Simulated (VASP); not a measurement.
Ge7Os: single point with PBE

The system is Ge7Os.

```
CELL_PARAMETERS angstrom
0.00000 4.90298 4.90298
4.90298 0.00000 4.90298
4.90298 4.90298 0.00000
ATOMIC_POSITIONS crystal
Ge 0.24826 0.75174 0.75174
Ge 0.75174 0.24826 0.24826
Ge 0.75174 0.24826 0.75174
Ge 0.24826 0.75174 0.24826
Ge 0.75174 0.75174 0.24826
Ge 0.24826 0.24826 0.75174
Ge 0.50000 0.50000 0.50000
Os 0.00000 0.00000 0.00000
```

The cell was generated, and may not be a known phase.

```
Program             : VASP 6.6.1
Task                : single point
Functional          : PBE
Potentials or basis : VASP PAW PBE potentials, release 64 (Ge_d, Os)
Cutoff              : 520 eV
k mesh              : 8 × 8 × 8
Occupations         : gaussian, width 0.1 eV
Spin                : no spin polarisation
```

```yaml
Pressure: 0.0 GPa
Largest_force: 0.013 eV/Å
Band_gap_on_the_k_mesh: zero (bands 53 and 54 overlap by 0.39 eV)
```

Forces on the atoms (eV/Å):
```
Ge  -0.013  0.000  0.000
Ge   0.013  0.000  0.000
Ge   0.000 -0.013  0.000
Ge   0.000  0.013  0.000
Ge   0.000  0.000 -0.013
Ge   0.000  0.000  0.013
Ge   0.000  0.000  0.000
Os   0.000  0.000  0.000
```

Levels at points of the mesh, in eV from the Fermi level:
| k point | band 51 | band 52 | band 53 | band 54 | band 55 | band 56 |
| --- | --- | --- | --- | --- | --- | --- |
| (0.00, 0.00, 0.00) | -0.39 | -0.13 | -0.13 | -0.13 | 1.77 | 1.77 |
| (0.50, 0.00, 0.00) | -1.05 | 0.18 | 0.18 | 1.06 | 1.23 | 1.23 |
| (0.50, 0.50, 0.00) | -0.66 | -0.27 | -0.02 | 0.25 | 0.25 | 0.47 |

Wall time 24 min on 1 thread of Intel Xeon 8259CL (shared host), peak memory 0.6 GiB.

Caveat: spin-orbit coupling is left out, which moves the levels of the heavy elements.
